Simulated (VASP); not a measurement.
# MgO (Fm-3m) in VASP: further runs

MgO is run at these levels: PBE; tasks: single point.

Program: VASP 6.6.1. These are calculated values, not measurements. Logs are shortened: lines on timing, memory, paths and dates and some standing lists are left out, and cuts for length are marked.

### 1 The cell of the first run

Symmetry: Fm-3m, No. 225, cubic system. The conventional cell has a = 4.396 Å, b = 4.396 Å, c = 4.396 Å, α = 90.00°, β = 90.00°, γ = 90.00°. Mg (site symmetry m-3m) has 6 O at 2.20 Å within 2.9 Å. Within 2.9 Å of O (site symmetry m-3m) lie 6 Mg at 2.20 Å.

### 2 Single point, PBE

Input file INCAR:

```
SYSTEM = MgO
PREC = Accurate
ENCUT = 840
EDIFF = 1E-6
ISMEAR = 1
SIGMA = 0.15
LREAL = .FALSE.
LASPH = .TRUE.
NELM = 120
ALGO = Normal
ISIF = 2
LWAVE = .FALSE.
LCHARG = .FALSE.
GGA = PE
NBANDS = 15
GGA_COMPAT = .FALSE.
```

Input file KPOINTS:

```
Automatic mesh
0
G
  7 7 7
  0 0 0
```

Input file POSCAR:

```
MgO
1.0
    0.0000000000      2.1980000000      2.1980000000
    2.1980000000      0.0000000000      2.1980000000
    2.1980000000      2.1980000000      0.0000000000
Mg O
1 1
Direct
    0.0000000000      0.0000000000      0.0000000000
    0.5000000000      0.5000000000      0.5000000000
```

Potentials or basis: VASP PAW PBE potentials, release 64 (Mg_sv, O).

Run with:

```console
> cat potpaw_PBE.64/Mg_sv/POTCAR potpaw_PBE.64/O/POTCAR > POTCAR
> mpirun -np 1 vasp_std > vasp.out
```

OUTCAR:

```text
SYSTEM = MgO
   PREC = Accurate
   ENCUT = 840
   EDIFF = 1E-6
   ISMEAR = 1
   LREAL = .FALSE.
   LASPH = .TRUE.
   NELM = 120
   ISIF = 2
   GGA = PE

 ion  position               nearest neighbor table
   1  0.000  0.000  0.000-
   2  0.500  0.500  0.500-

  LATTYP: Found a face centered cubic cell.
 ALAT       =     4.3960000000

  Lattice vectors:

 A1 = (   0.0000000000,   2.1980000000,   2.1980000000)
 A2 = (   2.1980000000,   0.0000000000,   2.1980000000)
 A3 = (   2.1980000000,   2.1980000000,   0.0000000000)

Analysis of symmetry for initial positions (statically):
=====================================================================
 Subroutine PRICEL returns:
 Original cell was already a primitive cell.

 Routine SETGRP: Setting up the symmetry group for a
 face centered cubic supercell.

 Subroutine GETGRP returns: Found 48 space group operations
 (whereof 48 operations were pure point group operations)
 out of a pool of 48 trial point group operations.

The static configuration has the point symmetry O_h .

Analysis of symmetry for dynamics (positions and initial velocities):
=====================================================================
 Subroutine PRICEL returns:
 Original cell was already a primitive cell.

 Routine SETGRP: Setting up the symmetry group for a
 face centered cubic supercell.

 Subroutine GETGRP returns: Found 48 space group operations
 (whereof 48 operations were pure point group operations)
 out of a pool of 48 trial point group operations.

The dynamic configuration has the point symmetry O_h .

 Subroutine INISYM returns: Found 48 space group operations
 (whereof 48 operations are pure point group operations),
 and found     1 'primitive' translations

----------------------------------------------------------------------------------------

                                     Primitive cell

  volume of cell :      21.2380

  direct lattice vectors                    reciprocal lattice vectors
     0.000000000  2.198000000  2.198000000    -0.227479527  0.227479527  0.227479527
     2.198000000  0.000000000  2.198000000     0.227479527 -0.227479527  0.227479527
     2.198000000  2.198000000  0.000000000     0.227479527  0.227479527 -0.227479527

  length of vectors
     3.108441410  3.108441410  3.108441410     0.394006098  0.394006098  0.394006098

  position of ions in fractional coordinates (direct lattice)
     0.000000000  0.000000000  0.000000000
     0.500000000  0.500000000  0.500000000

[... 81 lines left out ...]
   PSTRESS=    0.0 pullay stress
   NELECT =      16.0000    total number of electrons
   NUPDOWN=      -1.0000    fix difference up-down
   EMIN   =  10.00;   EMAX   =-10.00  energy-range for DOS
   EFERMI =   0.00;   METHOD = LEGACY
   ISMEAR =     1;   SIGMA  =   0.15  broadening in eV -4-tet -1-fermi 0-gaus
   EFERMI_NEDOS =   21; number of points for ismear=-14 and -15
   IALGO  =     38    algorithm
   IMIX   =      4    mixing-type and parameters
     AMIX     =   0.40;   BMIX     =  1.00
     AMIX_MAG =   1.60;   BMIX_MAG =  1.00
  volume/ion in A,a.u.               =      10.62        71.66
  Fermi-wavevector in a.u.,A,eV,Ry     =   1.489626  2.814984 30.191118  2.218985
  Thomas-Fermi vector in A             =   2.602510
   LORBIT       =      0    0 simple, 1 ext, 2 COOP (PROOUT), +10 PAW based schemes
   GGA     = PE    functional components
   LHFCALC =     F    Hartree Fock is set to
   AEXX    =    0.0000 exact exchange contribution
   IVDW    =     0    specifies the selected vdW correction
   LEPSILON=     F    determine dielectric tensor
   LRPA    =     F    only Hartree local field effects (RPA)
 non-spin polarized calculation
 Methfessel and Paxton  Order N= 1 SIGMA  =   0.15
  energy-cutoff  :      840.00
  volume of cell :       21.24
 maximum number of plane-waves:      1211
 NGX is ok and might be reduce to    30
   NGX = 15   NGY = 15   NGZ = 15

 number of electron      16.0000007 magnetization

 Free energy of the ion-electron system (eV)
  ---------------------------------------------------
  ext. energy  EPLUGINS =         0.00000000
  ---------------------------------------------------
  free energy    TOTEN  =       -11.80868738 eV

  energy without entropy =      -11.80991610  energy(sigma->0) =      -11.80909696

 E-fermi :   2.0965     XC(G=0): -10.7633

 val. band max:        2.0557070580   @ k =   0.0000   0.0000   0.0000
 cond. band min:       5.6481188508   @ k =   0.0000   0.0000   0.0000
 fundamental gap:      3.5924117927
 Fermi energy:         2.0964986575

 k-point     1 :       0.0000    0.0000    0.0000
  band No.  band energies     occupation
      1     -70.6840      2.00000
      2     -37.4209      2.00000
      3     -37.4209      2.00000
      4     -37.4209      2.00000
      5     -14.5919      2.00000
      6       2.0557      1.44195
      7       2.0557      1.44195
      8       2.0557      1.44195
      9       5.6481      0.00000
     10      17.1278      0.00000
     11      17.1278      0.00000
     12      17.1278      0.00000
     13      20.7170      0.00000
     14      22.3566      0.00000
[... 329 lines left out ...]
      2     -37.4531      2.00000
      3     -37.4512      2.00000
      4     -37.4362      2.00000
      5     -13.3748      2.00000
      6      -0.6692      2.00000
      7      -0.5071      2.00000
      8       0.7981      2.00000
      9      12.2044      0.00000
     10      12.7924      0.00000
     11      13.1246      0.00000
     12      16.6501      0.00000
     13      21.0034      0.00000
     14      23.3134      0.00000
     15      26.8397      0.00000

------------------------ aborting loop because EDIFF is reached ----------------------------------------

  FORCE on cell =-STRESS in cart. coord.  units (eV):
  Direction    XX          YY          ZZ          XY          YZ          ZX
  --------------------------------------------------------------------------------------
  -------------------------------------------------------------------------------------
  Total       -1.6077975     -1.6077975     -1.6077975     -0.0000000      0.0000000     -0.0000000
  in kB     -121.2910809   -121.2910809   -121.2910809     -0.0000000      0.0000000     -0.0000000
  external PRESSURE =    -121.2910809 kB  Pullay stress =       0.0000000 kB

 VOLUME and BASIS-vectors are now :
 -----------------------------------------------------------------------------
  energy-cutoff  :      840.00
  volume of cell :       21.24
      direct lattice vectors                 reciprocal lattice vectors
     0.000000000  2.198000000  2.198000000    -0.227479527  0.227479527  0.227479527
     2.198000000  0.000000000  2.198000000     0.227479527 -0.227479527  0.227479527
     2.198000000  2.198000000  0.000000000     0.227479527  0.227479527 -0.227479527

 POSITION                                       TOTAL-FORCE (eV/Angst)
 -----------------------------------------------------------------------------------
      0.00000      0.00000      0.00000         0.000000     -0.000000      0.000000
      2.19800      2.19800      2.19800        -0.000000      0.000000     -0.000000
 -----------------------------------------------------------------------------------
    total drift:                                0.000000      0.000000      0.000000

  FREE ENERGIE OF THE ION-ELECTRON SYSTEM (eV)
  ---------------------------------------------------
  free  energy   TOTEN  =       -11.8086873829 eV

  energy  without entropy=      -11.8099161048  energy(sigma->0) =      -11.80909696
```

OSZICAR:

```text
N       E                     dE             d eps       ncg     rms          rms(c)
DAV:   1     0.154205443227E+03    0.15421E+03   -0.13290E+04   600   0.172E+03
DAV:   2    -0.731287944987E+01   -0.16152E+03   -0.15380E+03   712   0.426E+02
DAV:   3    -0.133045097544E+02   -0.59916E+01   -0.59699E+01   771   0.781E+01
DAV:   4    -0.134053798940E+02   -0.10087E+00   -0.10085E+00   677   0.102E+01
DAV:   5    -0.134075055751E+02   -0.21257E-02   -0.21257E-02   762   0.122E+00    0.868E+00
DAV:   6    -0.118439957652E+02    0.15635E+01   -0.28693E+00   670   0.147E+01    0.307E+00
DAV:   7    -0.118218898617E+02    0.22106E-01   -0.13130E-01   677   0.335E+00    0.181E+00
DAV:   8    -0.118095954041E+02    0.12294E-01   -0.45310E-02   747   0.237E+00    0.348E-01
DAV:   9    -0.118084540734E+02    0.11413E-02   -0.40810E-03   663   0.567E-01    0.105E-01
DAV:  10    -0.118087010571E+02   -0.24698E-03   -0.31786E-04   747   0.205E-01    0.568E-02
DAV:  11    -0.118086872410E+02    0.13816E-04   -0.32417E-05   761   0.660E-02    0.531E-03
DAV:  12    -0.118086873829E+02   -0.14192E-06   -0.94546E-07   566   0.147E-02
   1 F= -.11808687E+02 E0= -.11809097E+02  d E =0.122872E-02
```

stdout:

```text
POSCAR found type information on POSCAR MgO
 POSCAR found :  2 types and       2 ions
 scaLAPACK will be used
 LDA part: xc-table for (Slater+PW92), standard interpolation
 POSCAR, INCAR and KPOINTS ok, starting setup
 FFT: planning ... GRIDC
 FFT: planning ... GRID_SOFT
 FFT: planning ... GRID
 WAVECAR not read
 entering main loop
```

It took 11 s on 1 thread of Intel Xeon Platinum 8375C at 2.90GHz (Ice Lake), shared host; peak memory 0.16 GiB.

What came out:

```
Free energy            : -11.8087 eV
Pressure               : -12.1 GPa
Band gap on the k mesh : 3.59 eV
```

Caveat: the cell stands under tension.

### 3 Single point, PBE

Input file INCAR:

```
ALGO = Normal
EDIFF = 1E-6
ENCUT = 840
GGA = PE
GGA_COMPAT = F
ISIF = 2
ISMEAR = 0
LASPH = T
LCHARG = T
LELF = T
LREAL = F
LVHAR = T
LWAVE = F
NBANDS = 15
NELM = 120
PREC = Accurate
SIGMA = 0.01
```

Input file KPOINTS:

```
k-points
0
Gamma
  7 7 7
```

POSCAR is that of step 2.

Potentials or basis: VASP PAW PBE potentials, release 64 (Mg_sv, O).

Run with:

```console
> cat potpaw_PBE.64/Mg_sv/POTCAR potpaw_PBE.64/O/POTCAR > POTCAR
> mpirun -np 1 vasp_std > vasp.out
```

Run time: 12 s. Hardware: 1 thread of AMD EPYC 7R13 (Zen 3), shared host; peak memory 0.13 GiB.

The run converged. Its results:

| Item | Value |
| --- | --- |
| Free energy | -11.8091 eV |
| Pressure | -12.1 GPa |
| Band gap on the k mesh | 3.59 eV |

Levels at points of the mesh, in eV from the valence-band top:
```
           k point  band 6  band 7  band 8  band 9  band 10  band 11
(0.00, 0.00, 0.00)    0.00    0.00    0.00    3.59    15.07    15.07
```

Caveat: the cell stands under tension.
